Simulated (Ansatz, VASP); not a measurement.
# Ti8H in VASP and in Ansatz

```
CELL_PARAMETERS angstrom
-3.32073 3.21159 3.32073
3.32536 -3.21159 3.32536
3.32073 3.21159 -3.32073
ATOMIC_POSITIONS crystal
Ti 0.97973 0.02404 0.99137
Ti 0.04431 0.02404 0.53267
Ti 0.00014 0.53305 0.98036
Ti 0.98004 0.50138 0.46839
Ti 0.46002 0.99237 0.97980
Ti 0.53235 0.99237 0.51257
Ti 0.53291 0.53305 0.05269
Ti 0.52134 0.50138 0.53298
H 0.13135 0.26271 0.38135
```

Alike in both runs: functional PBE; k mesh 4 × 4 × 4; occupations gaussian, width 0.1 eV; no spin polarisation.

Ansatz relaxed the structure, and its values are those at the end. VASP's run is a single point on that final structure, the one shown.

```csv
,VASP,Ansatz
version,VASP 6.6.1,Ansatz 0.2.0
potentials or method,"VASP PAW PBE potentials, release 64 (Ti_sv, H), cutoff 520 eV","scalar-relativistic, plane waves, PAW"
valence electrons in the cell,97,97
```

|  | VASP | Ansatz | Ansatz less VASP |
| --- | --- | --- | --- |
| gap on the k mesh at the Fermi level (eV) | none | none | - |
| pressure (GPa) | -0.2 | 0.0 | +0.25 |
| rms of the force components (eV/Å) | 0.019 | 0.016 | -0.0033 |

A gap of «none» marks a metal or a gap that the smearing closes. With one functional, cell and mesh, what is left measures potentials, basis and numerics.
